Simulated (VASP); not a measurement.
**As2Cl: single point with r2SCAN**

The system is As2Cl.

```
As Cl
1.0
     3.51144    0.00000    0.00000
     1.75572   -6.19093    0.00000
     0.00000    0.00000   -5.51774
As Cl
4 2
Direct
  0.42990 0.14020 0.88330
  0.57010 0.85980 0.38330
  0.29800 0.40400 0.19970
  0.70200 0.59600 0.69970
  0.09314 0.81372 0.00000
  0.90686 0.18628 0.50000
```

```yaml
Program: VASP 6.6.1
Task: single point
Functional: r2SCAN
Potentials_or_basis: VASP PAW PBE potentials, release 64 (As, Cl)
Cutoff: 520 eV
k_mesh: 9 × 9 × 6
Occupations: fermi-dirac, width 0.1089 eV
Spin: no spin polarisation
Dipole_correction: no
Further_INCAR_settings: ALGO = Normal; EDIFF = 1e-07; NBANDS = 26
```

| Quantity | Value |
| --- | --- |
| Pressure | 8.0 GPa |
| Largest force | 1.852 eV/Å |
| Band gap on the k mesh | zero (bands 17 and 18 overlap by 1.39 eV) |

Forces on the atoms (eV/Å):
```
As   0.000 -1.440 -1.165
As   0.000  1.440 -1.165
As   0.000  0.474  1.050
As   0.000 -0.474  1.050
Cl   0.000  0.235  0.115
Cl   0.000 -0.235  0.115
```

Stress tensor (GPa, compression positive):
```
9.31 0.00 0.00
0.00 6.72 0.00
0.00 0.00 7.91
```

Levels at points of the mesh, in eV from the Fermi level:
| k point | band 15 | band 16 | band 17 | band 18 | band 19 | band 20 |
| --- | --- | --- | --- | --- | --- | --- |
| (0.00, 0.00, 0.00) | -0.45 | -0.12 | 0.02 | 0.55 | 1.43 | 1.99 |
| (0.00, 0.00, 0.50) | -0.23 | -0.23 | 0.40 | 0.40 | 1.61 | 1.61 |

Run time: 25 min on 1 thread of Oxide Virtual Turin-like Processor, with other jobs on the host, peak memory 0.37 GiB.

Caveat: the cell stands under pressure; the PAW data sets were made with another functional, which shifts forces and pressure a little.
